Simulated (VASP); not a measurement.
Zn:

```
Zn
1.0
     2.70514    0.00000    0.00000
    -1.35257    2.34272    0.00000
     0.00000    0.00000    5.03135
Zn
2
Cartesian
  1.3526 0.7809 3.7735
  0.0000 1.5618 1.2578
```

This cell differs from its parent crystal: volume scaled by 1.04.

Base run:

- Program: VASP 6.6.1
- Functional: PBEsol
- Potentials or basis: VASP PAW PBE potentials, release 64 (Zn)
- Cutoff: 520 eV
- k mesh: 11 × 11 × 6
- Occupations: fermi-dirac, width 0.05 eV
- Spin: no spin polarisation

Its results: band gap on the k mesh zero (band 12 reaches 4.30 eV, above the bottom of band 13 at -0.47 eV); pressure -7.5 GPa.

Problem. After a change of settings the same cell gave: band gap on the k mesh zero (band 12 reaches 4.24 eV, above the bottom of band 13 at -0.60 eV); pressure -10.6 GPa. Which change was it?
A. functional from PBEsol to PBE
B. functional from PBEsol to LDA; potentials or basis from VASP PAW PBE potentials, release 64 (Zn) to VASP PAW LDA potentials, release 64 (Zn)
C. functional from PBEsol to r2SCAN; further incar settings from ALGO = Normal; EDIFF = 1e-06; NBANDS = 19 to ALGO = Normal; EDIFF = 1e-07; NBANDS = 19

Solution. B.

Caveats: the PAW data sets were made with another functional, which shifts forces and pressure a little (some runs).
